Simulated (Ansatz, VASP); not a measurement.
Ir: VASP beside Ansatz

```
Ir
1.0
     0.00000    1.64249    1.64249
     1.64249    0.00000    1.64249
     1.64249    1.64249    0.00000
Ir
1
Direct
  0.00000 0.00000 0.00000
```

Change from the starting cell: volume scaled by 0.64, LAPW.

Alike in both runs: task single point; functional LDA; k mesh 19 × 19 × 19; occupations fermi-dirac, width 0.08 eV; no spin polarisation.

|  | VASP | Ansatz |
| --- | --- | --- |
| version | VASP 6.6.1 | Ansatz 0.2.0 |
| potentials or method | VASP PAW LDA potentials, release 64 (Ir), cutoff 520 eV | all-electron LAPW, scalar-relativistic |

```csv
,VASP,Ansatz,Ansatz less VASP
pressure (GPa),543.8,525.7,-18.11
```

LDA's correlation is that of Perdew and Zunger in VASP and of Perdew and Wang (1992) in Ansatz. Both programs put the cell under a high pressure, so it lies far from rest at this level. Ansatz ran all-electron here, and VASP with PAW potentials.

Spin-orbit coupling is off throughout. Noted on VASP's run: the cell as given lies far from equilibrium.
